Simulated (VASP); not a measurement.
A run of VASP 6.6.1 is set up as follows.

Contents of INCAR:

```
PREC = Accurate
ENCUT = 520
EDIFF = 1E-6
ISMEAR = 0
SIGMA = 0.05
LREAL = F
LASPH = T
NELM = 100
ALGO = Normal
ISIF = 2
LWAVE = F
LCHARG = F
GGA = PE
NBANDS = 15
```

The input KPOINTS:

```
regular mesh
0
Gamma
  8 8 8
```

File POSCAR:

```
RbBr
1.0
    0.0164094015      3.5563137919      3.5039998287
    3.5581624707     -0.0207568079      3.5411660381
    3.5097648653      3.5450823959      0.0276407975
Rb Br
1 1
Direct
    0.4997910811      0.4958831902      0.4846832113
    0.0002089189      0.0041168098      0.0153167887
```

Potentials or basis: VASP PAW PBE potentials, release 64 (Rb_sv, Br).

Command:

```console
$ cat potpaw_PBE.64/Rb_sv/POTCAR potpaw_PBE.64/Br/POTCAR > POTCAR
$ mpirun -np 1 vasp_std > vasp.out
```

**Question.** Predict the largest force.

**Answer.** 0.142 eV/Å.

**Question.** Estimate the pressure.

**Answer.** -0.1 GPa.

**Question.** Estimate the band gap on the k mesh.

**Answer.** 4.13 eV.

Stress tensor (GPa, compression positive):
```
 0.05  0.00 -0.09
 0.00 -0.25  0.01
-0.09  0.01 -0.08
```

Caveat: the cell differs from its parent crystal (atoms moved at random and the cell strained at random). A k mesh can miss the band edges.
